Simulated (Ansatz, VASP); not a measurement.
**AlGa3N4 in VASP and in Ansatz**

INCAR

```
SYSTEM = AlGa3N4
PREC = Accurate ; ENCUT = 520
EDIFF = 1E-6 ; ISMEAR = 0
SIGMA = 0.02 ; LREAL = .False.
LASPH = .True. ; NELM = 80
ALGO = Normal ; ISIF = 2
LWAVE = .False. ; LCHARG = .True.
GGA = PS ; LELF = .True.
LVHAR = .True. ; NBANDS = 41
```

KPOINTS

```
Automatic mesh
0
Gamma
  6 6 6
  0 0 0
```

The input POSCAR:

```
AlGa3N4
1.0
    4.4375602049      0.0000000000      0.0000000000
    0.0000000000      4.4375602049      0.0000000000
    0.0000000000      0.0000000000      4.4375602049
Al Ga N
1 3 4
Direct
    0.0000000000      0.0000000000      0.0000000000
    0.5000000000      0.5000000000      0.0000000000
    0.5000000000      0.0000000000      0.5000000000
    0.0000000000      0.5000000000      0.5000000000
    0.7550434857      0.7550434857      0.2449565143
    0.7550434857      0.2449565143      0.7550434857
    0.2449565143      0.7550434857      0.7550434857
    0.2449565143      0.2449565143      0.2449565143
```

Input for Ansatz:

```yaml
crystal:
  lattice:
    - [4.4375602049, 0.0, 0.0]
    - [0.0, 4.4375602049, 0.0]
    - [0.0, 0.0, 4.4375602049]
  atoms:
    - { symbol: Al, position: [0.0, 0.0, 0.0] }
    - { symbol: Ga, position: [0.5, 0.5, 0.0] }
    - { symbol: Ga, position: [0.5, 0.0, 0.5] }
    - { symbol: Ga, position: [0.0, 0.5, 0.5] }
    - { symbol: "N", position: [0.7550434857, 0.7550434857, 0.2449565143] }
    - { symbol: "N", position: [0.7550434857, 0.2449565143, 0.7550434857] }
    - { symbol: "N", position: [0.2449565143, 0.7550434857, 0.7550434857] }
    - { symbol: "N", position: [0.2449565143, 0.2449565143, 0.2449565143] }
basis:
  ecutwfc: 420
kpoints:
  mp_grid: { grid: [6, 6, 6] }
hamiltonian:
  xc: pbesol
scf:
  occupations: { method: gaussian, width: 0.02 }
  eigensolver: { kind: davidson }
output:
  forces: true
  eigenvalues: true
  stress: true
```

Alike in both runs: task single point; functional PBEsol; k mesh 6 × 6 × 6; occupations gaussian, width 0.02 eV; no spin polarisation.

|  | VASP | Ansatz |
| --- | --- | --- |
| version | VASP 6.6.1 | Ansatz 0.2.0 |
| potentials or method | VASP PAW PBE potentials, release 64 (Al, Ga_d, N), cutoff 520 eV | scalar-relativistic, plane waves, PAW |
| valence electrons in the cell | 62 | 62 |

```tsv
	VASP	Ansatz	Ansatz less VASP
gap on the k mesh at the Fermi level (eV)	2.45	2.43	-0.020
pressure (GPa)	3.9	4.0	+0.16
rms of the force components (eV/Å)	0.004	0.001	-0.0032
```

VASP's potentials were made for PBE, not for PBEsol. Atom by atom the forces differ by 0.005 eV/Å (rms over components).
